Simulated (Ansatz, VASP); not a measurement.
# Two plane-wave programs on Ca

The input POSCAR:

```
Ca
1.0
   -2.2400000000      2.2400000000      2.2400000000
    2.2400000000     -2.2400000000      2.2400000000
    2.2400000000      2.2400000000     -2.2400000000
Ca
1
Direct
    0.0000000000      0.0000000000      0.0000000000
```

INCAR.step1

```
PREC = Accurate ; ENCUT = 400
EDIFF = 1E-5 ; ISMEAR = -1
SIGMA = 0.1 ; LREAL = False
LASPH = True ; NELM = 120
ALGO = Normal ; ISIF = 2
LWAVE = True ; LCHARG = False
GGA = PE ; NBANDS = 11
GGA_COMPAT = False
```

File INCAR.step2:

```
PREC = Accurate ; ENCUT = 400
EDIFF = 1E-6 ; ISMEAR = -1
SIGMA = 0.1 ; LREAL = False
LASPH = True ; NELM = 120
ALGO = Normal ; ISIF = 2
LWAVE = False ; LCHARG = False
GGA = PE ; LHFCALC = True
AEXX = 0.25 ; PRECFOCK = Normal
ISTART = 1 ; NBANDS = 11
GGA_COMPAT = False
```

The input KPOINTS:

```
regular mesh
0
Gamma
  6 6 6
```

File input.yaml:

```yaml
crystal:
  lattice: { a: 4.48, b: 4.48, c: 4.48, alpha: 90.0, beta: 90.0, gamma: 90.0 }
  space_group: 229
  reduce_to_primitive: true
  atoms:
    - { symbol: Ca, wyckoff: "2a", position: [0.0, 0.0, 0.0] }
hamiltonian:
  xc: pbe0
  pseudopotentials: { kind: paw, source: jth }
kpoints:
  mp_grid: { grid: [6, 6, 6] }
scf:
  occupations: { method: fermi_dirac, width: 0.1 }
  n_extra_bands: 6
output:
  forces: true
  stress: true
  eigenvalues: true
  dos: { projected: true, de: 0.05 }
```

Alike in both runs: functional PBE0; k mesh 6 × 6 × 6; occupations fermi-dirac, width 0.1 eV; no spin polarisation.

|  | VASP | Ansatz |
| --- | --- | --- |
| version | VASP 6.6.1 | Ansatz 0.2.0 |
| potentials or method | VASP PAW PBE potentials, release 64 (Ca_sv) | JTH PAW |
| plane-wave cutoff (eV) | 400 | 870 |
| valence electrons in the cell | 10 | 10 |
| task | single point | projected density of states |

```tsv
	VASP	Ansatz	Ansatz less VASP
gap on the k mesh at the Fermi level (eV)	none	none	-
pressure (GPa)	-0.2	-0.2	+0.04
```

A gap of «none» marks a metal or a gap that the smearing closes.
